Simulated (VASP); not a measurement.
A run of VASP 6.6.1 is set up as follows.

Contents of INCAR:

```
SYSTEM = HgTe
  PREC = Accurate
  ENCUT = 400
  EDIFF = 1E-8
  ISMEAR = -1
  SIGMA = 0.08
  LREAL = .False.
  LASPH = .True.
  NELM = 120
  ALGO = Normal
  ISIF = 2
  LWAVE = .False.
  LCHARG = .False.
  GGA = CA
  LEFG = .True.
  NBANDS = 16
  GGA_COMPAT = .False.
```

Contents of KPOINTS:

```
regular mesh
0
Gamma
  10 10 10
  0 0 0
```

File POSCAR:

```
HgTe
1.0
    0.0000000000      2.8623681488      2.8623681488
    2.8623681488      0.0000000000      2.8623681488
    2.8623681488      2.8623681488      0.0000000000
Hg Te
1 1
Direct
    0.0000000000      0.0000000000      0.0000000000
    0.5000000000      0.5000000000      0.5000000000
```

Potentials or basis: VASP PAW LDA potentials, release 64 (Hg, Te).

The run is started by

```sh
$ cat potpaw_LDA.64/Hg/POTCAR potpaw_LDA.64/Te/POTCAR > POTCAR
$ mpirun -np 1 vasp_std > vasp.out
```

(1) Estimate the pressure.

(2) What does it give for the band gap on the k mesh?

## Answers

(1) 10.7 GPa.

(2) zero (bands 9 and 10 overlap by 3.58 eV).

Caveat: the cell stands under pressure; spin-orbit coupling is left out, which moves the levels of the heavy elements.
